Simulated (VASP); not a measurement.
Runs of VASP 6.6.1 on MnS. Symmetry: Fm-3m, No. 225, cubic system. The conventional cell has a = 5.224 Å, b = 5.224 Å, c = 5.224 Å, α = 90.00°, β = 90.00°, γ = 90.00°. Mn (site symmetry m-3m) has 6 S at 2.61 Å within 3.4 Å. S (site symmetry m-3m) has 6 Mn at 2.61 Å within 3.4 Å. 

| task | level | potentials or basis | gap on the mesh (eV) | pressure (GPa) | moment (μB) |
| --- | --- | --- | --- | --- | --- |
| single point | PBEsol | VASP PAW PBE potentials, release 64 (Mn_pv, S) | none | -7.8 | 4.68 |
| electric field gradients | LDA | VASP PAW LDA potentials, release 64 (Mn_pv, S) | none | (a) | 4.48 |
| electric field gradients | PBEsol | VASP PAW PBE potentials, release 64 (Mn_pv, S) | none | -7.8 | 4.68 |
| single point | PBE | VASP PAW PBE potentials, release 64 (Mn_pv, S) | none | -3.5 | 4.72 |

Alike in all rows: cell as given; k mesh 14 × 14 × 14; cutoff (eV) 520; smearing fermi-dirac 0.03 eV.

Task: Fill in the values left out.

Result: (a) -13.1.

Caveats: the cell stands under tension; a cell with one magnetic atom can't hold antiferromagnetic order, which such compounds often take; semilocal functionals often make such compounds metallic where correlation or magnetic order opens a gap, which also shifts bond lengths; the PAW data sets were made with another functional, which shifts forces and pressure a little (at least some runs).

A gap of «none» marks levels without a gap at the run's occupations.
